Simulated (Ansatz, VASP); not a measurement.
## HfN: VASP beside Ansatz

File POSCAR:

```
HfN
1.0
    3.1339080000      0.0000000000      0.0000000000
   -1.5669540000      2.7140440000      0.0000000000
    0.0000000000      0.0000000000      5.4167680000
Hf N
2 2
Direct
    0.6666666667      0.3333333333      0.7500000000
    0.3333333333      0.6666666667      0.2500000000
    0.0000000000      0.0000000000      0.0000000000
    0.0000000000      0.0000000000      0.5000000000
```

The input INCAR.step1:

```
SYSTEM = HfN
PREC     = Accurate       ! precision mode
ENCUT    = 520            ! plane-wave cutoff, eV
ISMEAR   = 1              ! smearing method
SIGMA    = 0.25           ! smearing width, eV
LREAL    = .FALSE.        ! projectors in reciprocal space
LASPH    = .TRUE.         ! aspherical terms in the spheres
NELM     = 80             ! most SCF steps
NBANDS   = 23             ! bands
GGA      = PE             ! functional
ALGO     = Normal         ! electronic algorithm
EDIFF    = 1E-4           ! SCF threshold, eV
LWAVE    = .TRUE.         ! write WAVECAR
LCHARG   = .FALSE.        ! write CHGCAR
```

The input INCAR.step2:

```
SYSTEM = HfN
PREC     = Accurate       ! precision mode
ENCUT    = 520            ! plane-wave cutoff, eV
EDIFF    = 1E-7           ! SCF threshold, eV
ISMEAR   = 1              ! smearing method
SIGMA    = 0.25           ! smearing width, eV
LREAL    = .FALSE.        ! projectors in reciprocal space
LASPH    = .TRUE.         ! aspherical terms in the spheres
NELM     = 80             ! most SCF steps
ALGO     = Normal         ! electronic algorithm
ISIF     = 2              ! what is computed and relaxed
LWAVE    = .FALSE.        ! write WAVECAR
LCHARG   = .FALSE.        ! write CHGCAR
METAGGA  = R2SCAN         ! meta-GGA
LMIXTAU  = .TRUE.       
NBANDS   = 23             ! bands
ISTART   = 1
```

Contents of KPOINTS:

```
regular mesh
0
G
  8 8 4
  0 0 0
```

Input for Ansatz:

```yaml
crystal:
  lattice:
    - [3.133908, 0.0, 0.0]
    - [-1.566954, 2.714044, 0.0]
    - [0.0, 0.0, 5.416768]
  atoms:
    - { symbol: Hf, position: [0.6666666666666666, 0.3333333333333333, 0.75] }
    - { symbol: Hf, position: [0.3333333333333333, 0.6666666666666666, 0.25] }
    - { symbol: "N", position: [0.0, 0.0, 0.0] }
    - { symbol: "N", position: [0.0, 0.0, 0.5] }
basis:
  ecutwfc: 650.0
kpoints:
  mp_grid:
    grid: [8, 8, 4]
hamiltonian:
  xc: r2scan
scf:
  occupations:
    method: cold
    width: 0.25
output:
  forces: true
  stress: true
```

Alike in both runs: task single point; functional r2SCAN; k mesh 8 × 8 × 4; no spin polarisation.

|  | VASP | Ansatz |
| --- | --- | --- |
| version | VASP 6.6.1 | Ansatz 0.2.0 |
| potentials or method | VASP PAW PBE potentials, release 64 (Hf_pv, N), cutoff 520 eV | plane waves, PAW |
| occupations | methfessel-paxton of order 1, width 0.25 eV | cold, width 0.25 eV |
| valence electrons in the cell | 30 | 62 |

```tsv
	VASP	Ansatz	Ansatz less VASP
pressure (GPa)	0.0	2.5	+2.52
traceless stress, the component that is largest in VASP (GPa)	-0.37	-0.30	+0.071
```

VASP's potentials were made for PBE, not for r2SCAN. VASP's potentials hold 30 valence electrons a cell and Ansatz's 62, so a difference there can come from the potentials and not from the codes.

Neither program's run includes spin-orbit coupling.
